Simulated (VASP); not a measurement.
# CdTe2 (I4/mcm) in VASP: notebook

Runs on CdTe2. Level: PBEsol. Tasks: electric field gradients.

Everything below comes from runs of VASP 6.6.1. Logs are shortened: lines on timing, memory, paths and dates and some standing lists are left out, and cuts for length are marked.

## 1. The cell of the first run

The structure is tetragonal, space group I4/mcm (No. 140). Conventional cell: a = 6.555 Å, b = 6.555 Å, c = 7.771 Å, α = 90.00°, β = 90.00°, γ = 90.00°. Cd (site symmetry 422) has 8 Te at 3.16 Å and 2 Cd at 3.89 Å within 4.2 Å. Within 3.7 Å of Te (site symmetry m2m) lie 5 Te at 2.80 to 3.53 Å and 4 Cd at 3.16 Å.

## 2. Electric field gradients, PBEsol

INCAR

```
PREC = Accurate
ENCUT = 520
EDIFF = 1E-8
ISMEAR = -1
SIGMA = 0.15
LREAL = False
LASPH = True
NELM = 80
ALGO = Normal
ISIF = 2
LWAVE = False
LCHARG = False
GGA = PS
LEFG = True
NBANDS = 33
```

KPOINTS

```
regular mesh
0
Gamma
  8 8 8
```

POSCAR

```
CdTe2
1.0
   -3.2773769595      3.2773769595      3.8855625745
    3.2773769595     -3.2773769595      3.8855625745
    3.2773769595      3.2773769595     -3.8855625745
Cd Te
2 4
Direct
    0.7500000000      0.7500000000      0.0000000000
    0.2500000000      0.2500000000      0.0000000000
    0.3491986289      0.8491986289      0.1983972578
    0.8491986289      0.6508013711      0.5000000000
    0.6508013711      0.1508013711      0.8016027422
    0.1508013711      0.3491986289      0.5000000000
```

Potentials or basis: VASP PAW PBE potentials, release 64 (Cd, Te).

On the command line:

```console
$ cat potpaw_PBE.64/Cd/POTCAR potpaw_PBE.64/Te/POTCAR > POTCAR
$ mpirun -np 1 vasp_std > vasp.out
```

OUTCAR:

```text
PREC = Accurate
   ENCUT = 520
   EDIFF = 1E-8
   ISMEAR = -1
   LREAL = False
   LASPH = True
   NELM = 80
   ISIF = 2
   GGA = PS

 ion  position               nearest neighbor table
   1  0.750  0.750  0.000-   3 3.16   5 3.16   4 3.16   6 3.16   4 3.16   5 3.16   6 3.16   3 3.16

   2  0.250  0.250  0.000-   3 3.16   5 3.16   4 3.16   6 3.16   6 3.16   4 3.16   5 3.16   3 3.16

   3  0.349  0.849  0.198-   5 2.80   2 3.16   1 3.16   1 3.16   2 3.16   4 3.53   6 3.53   6 3.53
                             4 3.53
   4  0.849  0.651  0.500-   6 2.80   1 3.16   2 3.16   1 3.16   2 3.16   3 3.53   5 3.53   5 3.53
                             3 3.53
   5  0.651  0.151  0.802-   3 2.80   2 3.16   1 3.16   1 3.16   2 3.16   6 3.53   4 3.53   4 3.53
                             6 3.53
   6  0.151  0.349  0.500-   4 2.80   2 3.16   1 3.16   2 3.16   1 3.16   3 3.53   5 3.53   5 3.53
                             3 3.53

  LATTYP: Found a body centered tetragonal cell.
 ALAT       =     6.5547539190
 C/A-ratio  =     1.1855708460

  Lattice vectors:

 A1 = (  -3.2773769595,   3.2773769595,   3.8855625745)
 A2 = (   3.2773769595,  -3.2773769595,   3.8855625745)
 A3 = (   3.2773769595,   3.2773769595,  -3.8855625745)

Analysis of symmetry for initial positions (statically):
=====================================================================
 Subroutine PRICEL returns:
 Original cell was already a primitive cell.

 Routine SETGRP: Setting up the symmetry group for a
 body centered tetragonal supercell.

 Subroutine GETGRP returns: Found 16 space group operations
 (whereof  8 operations were pure point group operations)
 out of a pool of 16 trial point group operations.

The static configuration has the point symmetry C_4h.
 The point group associated with its full space group is D_4h.

Analysis of symmetry for dynamics (positions and initial velocities):
=====================================================================
 Subroutine PRICEL returns:
 Original cell was already a primitive cell.

 Routine SETGRP: Setting up the symmetry group for a
 body centered tetragonal supercell.

 Subroutine GETGRP returns: Found 16 space group operations
 (whereof  8 operations were pure point group operations)
 out of a pool of 16 trial point group operations.

The dynamic configuration has the point symmetry C_4h.
 The point group associated with its full space group is D_4h.

 Subroutine INISYM returns: Found 16 space group operations
 (whereof  8 operations are pure point group operations),
 and found     1 'primitive' translations

----------------------------------------------------------------------------------------

                                     Primitive cell

  volume of cell :     166.9424

  direct lattice vectors                    reciprocal lattice vectors
    -3.277376960  3.277376960  3.885562575     0.000000000  0.152561029  0.128681495
     3.277376960 -3.277376960  3.885562575     0.152561029  0.000000000  0.128681495
     3.277376960  3.277376960 -3.885562575     0.152561029  0.152561029  0.000000000

  length of vectors
     6.048139878  6.048139878  6.048139878     0.199584054  0.199584054  0.215753876

  position of ions in fractional coordinates (direct lattice)
     0.750000000  0.750000000  0.000000000
     0.250000000  0.250000000  0.000000000
     0.349198629  0.849198629  0.198397258
     0.849198629  0.650801371  0.500000000
     0.650801371  0.150801371  0.801602742
     0.150801371  0.349198629  0.500000000

  ion indices of the primitive-cell ions
   primitive index   ion index
                 1           1
                 2           2
                 3           3
                 4           4
                 5           5
                 6           6

----------------------------------------------------------------------------------------

 KPOINTS: regular mesh

Automatic generation of k-mesh.
 Grid dimensions read from file:
 generate k-points for:    8    8    8

 Generating k-lattice:

  Cartesian coordinates                     Fractional coordinates (reciprocal lattice)
     0.000000000  0.019070129  0.016085187     0.125000000  0.000000000  0.000000000
     0.019070129  0.000000000  0.016085187     0.000000000  0.125000000  0.000000000
     0.019070129  0.019070129  0.000000000     0.000000000  0.000000000  0.125000000

  Length of vectors
     0.024948007  0.024948007  0.026969234

  Shift w.r.t. Gamma in fractional coordinates (k-lattice)
     0.000000000  0.000000000  0.000000000

 Subroutine IBZKPT returns following result:
 ===========================================

 Found     59 irreducible k-points:

 Following reciprocal coordinates:
            Coordinates               Weight
  0.000000  0.000000  0.000000      1.000000
  0.125000 -0.000000  0.000000      8.000000
  0.250000 -0.000000  0.000000      8.000000
  0.375000 -0.000000  0.000000      8.000000
  0.500000 -0.000000  0.000000      4.000000
  0.125000  0.125000  0.000000      8.000000
[... 16 lines left out ...]
  0.250000  0.125000  0.125000     16.000000
  0.375000  0.125000  0.125000      8.000000
 [... further k-points ...]
   k-points           NKPTS =     59   k-points in BZ     NKDIM =     59   number of bands    NBANDS=     33
   number of dos      NEDOS =    301   number of ions     NIONS =      6
   total plane-waves  NPLWV = 110592
   dimension x,y,z NGX =    48 NGY =   48 NGZ =   48
   dimension x,y,z NGXF=    96 NGYF=   96 NGZF=   96
   ions per type =               2   4
   NGX,Y,Z   is equivalent  to a cutoff of  13.19, 13.19, 13.19 a.u.
   NGXF,Y,Z  is equivalent  to a cutoff of  26.39, 26.39, 26.39 a.u.
 SYSTEM =  unknown system
   PREC   = accura    normal or accurate (medium, high low for compatibility)
   ISTART =      0    job   : 0-new  1-cont  2-samecut
   ICHARG =      2    charge: 1-file 2-atom 10-const
   ISPIN  =      1    spin polarized calculation?
   LNONCOLLINEAR =      F non collinear calculations
   LSORBIT =      F    spin-orbit coupling
   LASPH  =      T    aspherical Exc in radial PAW
   ENCUT  =  520.0 eV  38.22 Ry    6.18 a.u.  11.25 11.25 11.25*2*pi/ulx,y,z
   NELM   =     80;   NELMIN=  2; NELMDL= -5     # of ELM steps
   EDIFF  = 0.1E-07   stopping-criterion for ELM
   LREAL  =      F    real-space projection
   EDIFFG = 0.1E-06   stopping-criterion for IOM
   NSW    =      0    number of steps for IOM
   IBRION =     -1    ionic relax: 0-MD 1-quasi-New 2-CG
   NFREE  =      0    steps in history (QN), initial steepest desc. (CG)
   ISIF   =      2    stress and relaxation
   ISYM   =      2    0-nonsym 1-usesym 2-fastsym
   POTIM  = 0.5000    time-step for ionic-motion
   TEBEG  =    0.0;   TEEND  =   0.0 temperature during run
   PSTRESS=    0.0 pullay stress
   NELECT =      48.0000    total number of electrons
   NUPDOWN=      -1.0000    fix difference up-down
   EMIN   =  10.00;   EMAX   =-10.00  energy-range for DOS
   EFERMI =   0.00;   METHOD = LEGACY
   ISMEAR =    -1;   SIGMA  =   0.15  broadening in eV -4-tet -1-fermi 0-gaus
   EFERMI_NEDOS =   21; number of points for ismear=-14 and -15
   IALGO  =     38    algorithm
   IMIX   =      4    mixing-type and parameters
     AMIX     =   0.40;   BMIX     =  1.00
     AMIX_MAG =   1.60;   BMIX_MAG =  1.00
  volume/ion in A,a.u.               =      27.82       187.76
  Fermi-wavevector in a.u.,A,eV,Ry     =   1.080521  2.041888 15.885136  1.167525
  Thomas-Fermi vector in A             =   2.216514
   LORBIT       =      0    0 simple, 1 ext, 2 COOP (PROOUT), +10 PAW based schemes
   GGA     = PS    functional components
   LHFCALC =     F    Hartree Fock is set to
   AEXX    =    0.0000 exact exchange contribution
   IVDW    =     0    specifies the selected vdW correction
   LEPSILON=     F    determine dielectric tensor
   LRPA    =     F    only Hartree local field effects (RPA)
 non-spin polarized calculation
  energy-cutoff  :      520.00
  volume of cell :      166.94
 maximum number of plane-waves:      4526
 NGX is ok and might be reduce to    48
   NGX = 23   NGY = 23   NGZ = 23

 number of electron      48.0000002 magnetization

 Free energy of the ion-electron system (eV)
  ---------------------------------------------------
  ext. energy  EPLUGINS =         0.00000000
  ---------------------------------------------------
  free energy    TOTEN  =       -17.01368496 eV

  energy without entropy =      -16.91372916  energy(sigma->0) =      -16.96370706

 E-fermi :   5.7957     XC(G=0): -10.0779

 val. band max:        5.7937766320   @ k =  -0.2500   0.2500   0.1250
 cond. band min:       5.8360774598   @ k =  -0.3750   0.5000   0.2500
 fundamental gap:      0.0423008278
 Fermi energy:         5.7957361363

 k-point     1 :       0.0000    0.0000    0.0000
  band No.  band energies     occupation
      1      -7.6775      2.00000
      2      -5.6523      2.00000
      3      -4.8815      2.00000
      4      -4.8815      2.00000
      5      -2.9889      2.00000
      6      -2.9033      2.00000
[... 25 lines left out ...]
     32      11.7794      0.00000
     33      12.2039      0.00000

 k-point     2 :       0.1250   -0.0000    0.0000
  band No.  band energies     occupation
      1      -7.6143      2.00000
      2      -5.7812      2.00000
      3      -4.8684      2.00000
      4      -4.8108      2.00000
      5      -2.9822      2.00000
      6      -2.9277      2.00000
[... 25 lines left out ...]
     32      11.5126      0.00000
     33      11.9149      0.00000
[... 754 lines left out ...]
     32      10.9459      0.00000
     33      11.7396      0.00000

 k-point    24 :       0.3750    0.1250    0.1250
  band No.  band energies     occupation
      1      -6.7208      2.00000
      2      -6.7208      2.00000
      3      -4.9042      2.00000
      4      -4.9042      2.00000
      5      -2.9417      2.00000
      6      -2.9417      2.00000
[... 25 lines left out ...]
     32      10.5013      0.00000
     33      11.5003      0.00000

 [... further k-points ...]

------------------------ aborting loop because EDIFF is reached ----------------------------------------

  FORCE on cell =-STRESS in cart. coord.  units (eV):
  Direction    XX          YY          ZZ          XY          YZ          ZX
  --------------------------------------------------------------------------------------
  -------------------------------------------------------------------------------------
  Total        0.1887757      0.1887757      0.1497239      0.0000000      0.0000000      0.0000000
  in kB        1.8117149      1.8117149      1.4369278      0.0000000      0.0000000      0.0000000
  external PRESSURE =       1.6867859 kB  Pullay stress =       0.0000000 kB

 VOLUME and BASIS-vectors are now :
 -----------------------------------------------------------------------------
  energy-cutoff  :      520.00
  volume of cell :      166.94
      direct lattice vectors                 reciprocal lattice vectors
    -3.277376960  3.277376960  3.885562575     0.000000000  0.152561029  0.128681495
     3.277376960 -3.277376960  3.885562575     0.152561029  0.000000000  0.128681495
     3.277376960  3.277376960 -3.885562575     0.152561029  0.152561029  0.000000000

 POSITION                                       TOTAL-FORCE (eV/Angst)
 -----------------------------------------------------------------------------------
      0.00000      0.00000      5.82834        -0.000000      0.000000      0.000000
      0.00000      0.00000      1.94278         0.000000      0.000000      0.000000
      2.28891     -0.98847      3.88556        -0.008209     -0.008209     -0.000000
      0.98847      2.28891      3.88556         0.008209     -0.008209     -0.000000
      0.98847      4.26584      0.00000         0.008209      0.008209      0.000000
      2.28891      0.98847     -0.00000        -0.008209      0.008209      0.000000
 -----------------------------------------------------------------------------------
    total drift:                               -0.000000     -0.000000      0.000000

  FREE ENERGIE OF THE ION-ELECTRON SYSTEM (eV)
  ---------------------------------------------------
  free  energy   TOTEN  =       -17.0136849555 eV

  energy  without entropy=      -16.9137291628  energy(sigma->0) =      -16.96370706

 Electric field gradients (V/A^2)
---------------------------------------------------------------------
 ion       V_xx      V_yy      V_zz      V_xy      V_xz      V_yz
---------------------------------------------------------------------
   1       0.661     0.661    -1.321     0.001     0.000     0.000
   2       0.661     0.661    -1.321     0.001     0.000     0.000
   3     177.090   177.090  -354.181   257.017     0.000     0.000
   4     177.090   177.090  -354.181  -257.017     0.000     0.000
   5     177.090   177.090  -354.181   257.017     0.000     0.000
   6     177.090   177.090  -354.181  -257.017     0.000     0.000
---------------------------------------------------------------------

 Electric field gradients after diagonalization (V/A^2)
 (convention: |V_zz| > |V_xx| > |V_yy|)
----------------------------------------------------------------------
 ion       V_xx      V_yy      V_zz     asymmetry (V_yy - V_xx)/ V_zz
----------------------------------------------------------------------
   1       0.661     0.660    -1.321       0.001
   2       0.661     0.660    -1.321       0.001
   3    -354.181   -79.927   434.107       0.632
   4    -354.181   -79.927   434.107       0.632
   5    -354.181   -79.927   434.107       0.632
   6    -354.181   -79.927   434.107       0.632
----------------------------------------------------------------------

           NMR quadrupolar parameters

 Cq : quadrupolar parameter    Cq=e*Q*V_zz/h
 eta: asymmetry parameters     (V_yy - V_xx)/ V_zz
 Q  : nuclear electric quadrupole moment in mb (millibarn)
----------------------------------------------------------------------
 ion       Cq(MHz)       eta       Q (mb)
----------------------------------------------------------------------
   1      -0.003       0.001       1.000
   2      -0.003       0.001       1.000
   3       1.050       0.632       1.000
   4       1.050       0.632       1.000
   5       1.050       0.632       1.000
   6       1.050       0.632       1.000
----------------------------------------------------------------------
```

It took 6.5 min on 1 thread of Intel Xeon Platinum 8488C (Sapphire Rapids), shared host; peak memory 0.48 GiB.

Results:

```
Free energy                             : -17.0137 eV
Pressure                                : 0.2 GPa
Largest force                           : 0.012 eV/Å
Band gap on the k mesh                  : zero (bands 24 and 25 overlap by 1.76 eV)
Largest electric field gradient by atom : Cd -1.3; Te +434.1 V/Å²
```

Forces in eV/Å, atoms in the order of the input:
```
Cd   0.000  0.000  0.000
Cd   0.000  0.000  0.000
Te  -0.008 -0.008  0.000
Te   0.008 -0.008  0.000
Te   0.008  0.008  0.000
Te  -0.008  0.008  0.000
```

Electric field gradients, principal values (V/Å²):
```tsv
atom	least	middle	greatest (by size)
1 Cd	0.660	0.661	-1.321
2 Cd	0.660	0.661	-1.321
3 Te	-79.927	-354.181	434.107
4 Te	-79.927	-354.181	434.107
5 Te	-79.927	-354.181	434.107
6 Te	-79.927	-354.181	434.107
```

Caveat: without QUAD_EFG the Cq values of the log hold for a quadrupole moment of 1 mb, not for the nuclei; the PAW data sets were made with another functional, which shifts forces and pressure a little; spin-orbit coupling is left out, which moves the levels of the heavy elements.

(Part 1 of 2 ends here.)

The gap in the log of VASP goes by the Fermi energy; the results here count the filled bands.